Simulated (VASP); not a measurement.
# HfC (Fm-3m) in VASP: further runs, part 2 of 2

VASP 6.6.1. The steps go on from the part before.

## (3) Electric field gradients, PBE (13.07 Å³/atom)

This run uses another cell than the first one, of 13.07 Å³/atom.

File INCAR:

```
PREC = Accurate ; ENCUT = 520
EDIFF = 1E-8 ; ISMEAR = -1
SIGMA = 0.05 ; LREAL = F
LASPH = T ; NELM = 60
ALGO = Normal ; ISIF = 2
LWAVE = F ; LCHARG = F
GGA = PE ; LEFG = T
NBANDS = 14
```

File KPOINTS:

```
regular mesh
0
Gamma
  15 15 15
```

File POSCAR:

```
HfC
1.0
    0.0000000000      2.3555956139      2.3555956139
    2.3555956139      0.0000000000      2.3555956139
    2.3555956139      2.3555956139      0.0000000000
Hf C
1 1
Direct
    0.5000000000      0.5000000000      0.5000000000
    0.0000000000      0.0000000000      0.0000000000
```

Potentials or basis: VASP PAW PBE potentials, release 64 (Hf_pv, C).

Command:

```console
> cat potpaw_PBE.64/Hf_pv/POTCAR potpaw_PBE.64/C/POTCAR > POTCAR
> mpirun -np 1 vasp_std > vasp.out
```

OUTCAR:

```text
PREC = Accurate
   ENCUT = 520
   EDIFF = 1E-8
   ISMEAR = -1
   LREAL = F
   LASPH = T
   NELM = 60
   ISIF = 2
   GGA = PE

 ion  position               nearest neighbor table
   1  0.500  0.500  0.500-   2 2.36   2 2.36   2 2.36   2 2.36   2 2.36   2 2.36
   2  0.000  0.000  0.000-   1 2.36   1 2.36   1 2.36   1 2.36   1 2.36   1 2.36

  LATTYP: Found a face centered cubic cell.
 ALAT       =     4.7111912278

  Lattice vectors:

 A1 = (   0.0000000000,   2.3555956139,   2.3555956139)
 A2 = (   2.3555956139,   0.0000000000,   2.3555956139)
 A3 = (   2.3555956139,   2.3555956139,   0.0000000000)

Analysis of symmetry for initial positions (statically):
=====================================================================
 Subroutine PRICEL returns:
 Original cell was already a primitive cell.

 Routine SETGRP: Setting up the symmetry group for a
 face centered cubic supercell.

 Subroutine GETGRP returns: Found 48 space group operations
 (whereof 48 operations were pure point group operations)
 out of a pool of 48 trial point group operations.

The static configuration has the point symmetry O_h .

Analysis of symmetry for dynamics (positions and initial velocities):
=====================================================================
 Subroutine PRICEL returns:
 Original cell was already a primitive cell.

 Routine SETGRP: Setting up the symmetry group for a
 face centered cubic supercell.

 Subroutine GETGRP returns: Found 48 space group operations
 (whereof 48 operations were pure point group operations)
 out of a pool of 48 trial point group operations.

The dynamic configuration has the point symmetry O_h .

 Subroutine INISYM returns: Found 48 space group operations
 (whereof 48 operations are pure point group operations),
 and found     1 'primitive' translations

----------------------------------------------------------------------------------------

                                     Primitive cell

  volume of cell :      26.1416

  direct lattice vectors                    reciprocal lattice vectors
     0.000000000  2.355595614  2.355595614    -0.212260541  0.212260541  0.212260541
     2.355595614  0.000000000  2.355595614     0.212260541 -0.212260541  0.212260541
     2.355595614  2.355595614  0.000000000     0.212260541  0.212260541 -0.212260541

  length of vectors
     3.331315265  3.331315265  3.331315265     0.367646042  0.367646042  0.367646042

  position of ions in fractional coordinates (direct lattice)
     0.500000000  0.500000000  0.500000000
     0.000000000  0.000000000  0.000000000

  ion indices of the primitive-cell ions
   primitive index   ion index
                 1           1
                 2           2

----------------------------------------------------------------------------------------

 KPOINTS: regular mesh

Automatic generation of k-mesh.
 Grid dimensions read from file:
 generate k-points for:   15   15   15

 Generating k-lattice:

  Cartesian coordinates                     Fractional coordinates (reciprocal lattice)
[... 81 lines left out ...]
  volume/ion in A,a.u.               =      13.07        88.21
  Fermi-wavevector in a.u.,A,eV,Ry     =   1.329454  2.512305 24.047603  1.767449
  Thomas-Fermi vector in A             =   2.458616
   LORBIT       =      0    0 simple, 1 ext, 2 COOP (PROOUT), +10 PAW based schemes
   GGA     = PE    functional components
   LHFCALC =     F    Hartree Fock is set to
   AEXX    =    0.0000 exact exchange contribution
   IVDW    =     0    specifies the selected vdW correction
   LEPSILON=     F    determine dielectric tensor
   LRPA    =     F    only Hartree local field effects (RPA)
 non-spin polarized calculation
  energy-cutoff  :      520.00
  volume of cell :       26.14
 maximum number of plane-waves:       725
 NGX is ok and might be reduce to    28
   NGX = 13   NGY = 13   NGZ = 13

 number of electron      14.0000001 magnetization

 Free energy of the ion-electron system (eV)
  ---------------------------------------------------
  ext. energy  EPLUGINS =         0.00000000
  ---------------------------------------------------
  free energy    TOTEN  =       -21.01584396 eV

  energy without entropy =      -21.01271514  energy(sigma->0) =      -21.01427955

 E-fermi :   5.6283     XC(G=0): -12.0926

 val. band max:        5.6088529453   @ k =   0.4000   0.3333   0.0000
 cond. band min:       5.6325063536   @ k =   0.4667   0.4000   0.0000
 fundamental gap:      0.0236534083
 Fermi energy:         5.6283238604

 k-point     1 :       0.0000    0.0000    0.0000
  band No.  band energies     occupation
      1     -24.1082      2.00000
      2     -24.1082      2.00000
      3     -24.1082      2.00000
      4      -6.4549      2.00000
      5       6.6350      0.00000
      6       6.6350      0.00000
      7       6.6350      0.00000
      8       7.0315      0.00000
      9       7.0315      0.00000
     10       7.0315      0.00000
     11       8.9229      0.00000
     12       8.9229      0.00000
     13      12.0260      0.00000
     14      16.5418      0.00000
[... 377 lines left out ...]
      1     -24.2717      2.00000
      2     -24.1580      2.00000
      3     -24.1518      2.00000
      4      -5.6072      2.00000
      5       3.2725      2.00000
      6       4.9957      1.99999
      7       5.2453      1.99906
      8       6.4321      0.00000
      9       9.0247      0.00000
     10       9.3139      0.00000
     11      10.0319      0.00000
     12      11.5599      0.00000
     13      14.7105      0.00000
     14      18.8721      0.00000

 [... further k-points ...]

------------------------ aborting loop because EDIFF is reached ----------------------------------------

  FORCE on cell =-STRESS in cart. coord.  units (eV):
  Direction    XX          YY          ZZ          XY          YZ          ZX
  --------------------------------------------------------------------------------------
  -------------------------------------------------------------------------------------
  Total       -1.4774559     -1.4774559     -1.4774559      0.0000000      0.0000000      0.0000000
  in kB      -90.5509270    -90.5509270    -90.5509270      0.0000000      0.0000000      0.0000000
  external PRESSURE =     -90.5509270 kB  Pullay stress =       0.0000000 kB

 VOLUME and BASIS-vectors are now :
 -----------------------------------------------------------------------------
  energy-cutoff  :      520.00
  volume of cell :       26.14
      direct lattice vectors                 reciprocal lattice vectors
     0.000000000  2.355595614  2.355595614    -0.212260541  0.212260541  0.212260541
     2.355595614  0.000000000  2.355595614     0.212260541 -0.212260541  0.212260541
     2.355595614  2.355595614  0.000000000     0.212260541  0.212260541 -0.212260541

 POSITION                                       TOTAL-FORCE (eV/Angst)
 -----------------------------------------------------------------------------------
      2.35560      2.35560      2.35560        -0.000000     -0.000000      0.000000
      0.00000      0.00000      0.00000         0.000000      0.000000     -0.000000
 -----------------------------------------------------------------------------------
    total drift:                                0.000000      0.000000      0.000000

  FREE ENERGIE OF THE ION-ELECTRON SYSTEM (eV)
  ---------------------------------------------------
  free  energy   TOTEN  =       -21.0158439586 eV

  energy  without entropy=      -21.0127151357  energy(sigma->0) =      -21.01427955

 Electric field gradients (V/A^2)
---------------------------------------------------------------------
 ion       V_xx      V_yy      V_zz      V_xy      V_xz      V_yz
---------------------------------------------------------------------
   1      -0.000     0.000    -0.000    -0.000    -0.000    -0.000
   2      -0.000     0.000    -0.000    -0.000    -0.000    -0.000
---------------------------------------------------------------------

 Electric field gradients after diagonalization (V/A^2)
 (convention: |V_zz| > |V_xx| > |V_yy|)
----------------------------------------------------------------------
 ion       V_xx      V_yy      V_zz     asymmetry (V_yy - V_xx)/ V_zz
----------------------------------------------------------------------
   1       0.000     0.000    -0.001       0.000
   2       0.000     0.000    -0.000       0.000
----------------------------------------------------------------------

           NMR quadrupolar parameters

 Cq : quadrupolar parameter    Cq=e*Q*V_zz/h
 eta: asymmetry parameters     (V_yy - V_xx)/ V_zz
 Q  : nuclear electric quadrupole moment in mb (millibarn)
----------------------------------------------------------------------
 ion       Cq(MHz)       eta       Q (mb)
----------------------------------------------------------------------
   1      -0.000       0.000       1.000
   2      -0.000       0.000       1.000
----------------------------------------------------------------------
```

OSZICAR:

```text
N       E                     dE             d eps       ncg     rms          rms(c)
DAV:   1     0.224845689099E+02    0.22485E+02   -0.76992E+03  3392   0.977E+02
DAV:   2    -0.226951396444E+02   -0.45180E+02   -0.42243E+02  4382   0.197E+02
DAV:   3    -0.242343563424E+02   -0.15392E+01   -0.15340E+01  4086   0.264E+01
DAV:   4    -0.242416308634E+02   -0.72745E-02   -0.72740E-02  3938   0.225E+00
DAV:   5    -0.242416782185E+02   -0.47355E-04   -0.47354E-04  4056   0.163E-01    0.530E+01
DAV:   6    -0.211037591582E+02    0.31379E+01   -0.12319E+01  3624   0.182E+01    0.387E+01
DAV:   7    -0.210344840135E+02    0.69275E-01   -0.58254E-01  4176   0.528E+00    0.246E+01
DAV:   8    -0.210245179564E+02    0.99661E-02   -0.95754E-02  3858   0.245E+00    0.720E+00
DAV:   9    -0.210160774544E+02    0.84405E-02   -0.27498E-02  3810   0.102E+00    0.214E+00
DAV:  10    -0.210158488240E+02    0.22863E-03   -0.15061E-03  4250   0.286E-01    0.665E-02
DAV:  11    -0.210158445447E+02    0.42793E-05   -0.80003E-05  3906   0.729E-02    0.159E-02
DAV:  12    -0.210158442136E+02    0.33105E-06   -0.36765E-06  4254   0.164E-02    0.140E-02
DAV:  13    -0.210158439679E+02    0.24573E-06   -0.23325E-07  3894   0.371E-03    0.851E-04
DAV:  14    -0.210158439586E+02    0.93139E-08   -0.16424E-08  3968   0.101E-03
   1 F= -.21015844E+02 E0= -.21014280E+02  d E =-.312882E-02
```

stdout:

```text
POSCAR found type information on POSCAR HfC
 POSCAR found :  2 types and       2 ions
 scaLAPACK will be used
 LDA part: xc-table for (Slater+PW92), standard interpolation
 POSCAR, INCAR and KPOINTS ok, starting setup
 FFT: planning ... GRIDC
 FFT: planning ... GRID_SOFT
 FFT: planning ... GRID
 WAVECAR not read
 entering main loop
ion   1

ion   2
```

It took 84 s on 1 thread of Intel Xeon 8259CL, shared host; peak memory 0.19 GiB.

Results:

* Free energy: -21.0158 eV
* Pressure: -9.1 GPa
* Band gap on the k mesh: zero (bands 7 and 8 overlap by 1.40 eV)
* Largest electric field gradient by atom: zero within the noise of the run

Caveat: the cell stands under tension; spin-orbit coupling is left out, which moves the levels of the heavy elements.
